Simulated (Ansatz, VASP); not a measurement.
# Two plane-wave programs on AlN

Contents of INCAR:

```
SYSTEM = AlN
PREC = Accurate
ENCUT = 520
EDIFF = 1E-7
ISMEAR = -1
SIGMA = 0.05
LREAL = .FALSE.
LASPH = .TRUE.
NELM = 80
ALGO = Normal
ISIF = 2
LWAVE = .FALSE.
LCHARG = .TRUE.
GGA = PS
IVDW = 13
LELF = .TRUE.
LVHAR = .TRUE.
NBANDS = 11
```

File KPOINTS:

```
Automatic mesh
0
G
  10 10 10
  0 0 0
```

Contents of POSCAR:

```
AlN
1.0
    0.0000000000      2.1984575146      2.1984575146
    2.1984575146      0.0000000000      2.1984575146
    2.1984575146      2.1984575146      0.0000000000
Al N
1 1
Direct
    0.0000000000      0.0000000000      0.0000000000
    0.2500000000      0.2500000000      0.2500000000
```

File input.yaml:

```yaml
crystal:
  lattice:
    - [0.0, 2.1984575146, 2.1984575146]
    - [2.1984575146, 0.0, 2.1984575146]
    - [2.1984575146, 2.1984575146, 0.0]
  atoms:
    - { symbol: Al, position: [0.0, 0.0, 0.0] }
    - { symbol: "N", position: [0.25, 0.25, 0.25] }
hamiltonian:
  xc: pbesol
  pseudopotentials: { kind: paw }
  dispersion: d4
kpoints:
  mp_grid: { grid: [10, 10, 10] }
scf:
  occupations: { method: fermi_dirac, width: 0.05 }
output:
  forces: true
  stress: true
  eigenvalues: true
```

Alike in both runs: task single point; functional PBEsol; dispersion D4; k mesh 10 × 10 × 10; occupations fermi-dirac, width 0.05 eV; no spin polarisation.

|  | VASP | Ansatz |
| --- | --- | --- |
| version | VASP 6.6.1 | Ansatz 0.2.0 |
| potentials or method | VASP PAW PBE potentials, release 64 (Al, N) | Ansatz PAW |
| plane-wave cutoff (eV) | 520 | 420 |
| valence electrons in the cell | 8 | 8 |

```csv
,VASP,Ansatz,Ansatz less VASP
gap on the k mesh at the Fermi level (eV),3.18,3.19,+0.008
least direct gap on the mesh (eV),3.96,3.94,-0.015
pressure (GPa),-5.1,-5.1,+0.04
```

VASP's potentials were made for PBE, not for PBEsol.
